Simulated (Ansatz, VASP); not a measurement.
**I in VASP and in Ansatz**

```
I
1.0
     3.87144   -2.32244    0.00000
     3.87144    2.32244    0.00000
     0.00000    0.00000    9.86407
I
4
Direct
  0.84527 0.15473 0.88001
  0.34527 0.65473 0.61999
  0.15473 0.84527 0.11999
  0.65473 0.34527 0.38001
```

Alike in both runs: task single point; functional r2SCAN; k mesh 6 × 6 × 4; no spin polarisation.

|  | VASP | Ansatz |
| --- | --- | --- |
| version | VASP 6.6.1 | Ansatz 0.2.0 |
| potentials or method | VASP PAW PBE potentials, release 64 (I) | plane waves, PAW |
| plane-wave cutoff (eV) | 520 | 500 |
| occupations | gaussian, width 0.01 eV | fixed |
| valence electrons in the cell | 28 | 68 |

VASP gave:

```
gap on the k mesh at the Fermi level (eV)                     : 1.23
pressure (GPa)                                                : -0.1
traceless stress, the component that is largest in VASP (GPa) : 0.05
```

Q: What did Ansatz give for the same quantities?

A: gap on the k mesh at the Fermi level (eV): 1.25; pressure (GPa): 0.0; traceless stress, the component that is largest in VASP (GPa): 0.02.

VASP's potentials were made for PBE, not for r2SCAN. VASP's potentials hold 28 valence electrons a cell and Ansatz's 68, so a difference there can come from the potentials and not from the codes.

Neither program's run includes spin-orbit coupling.
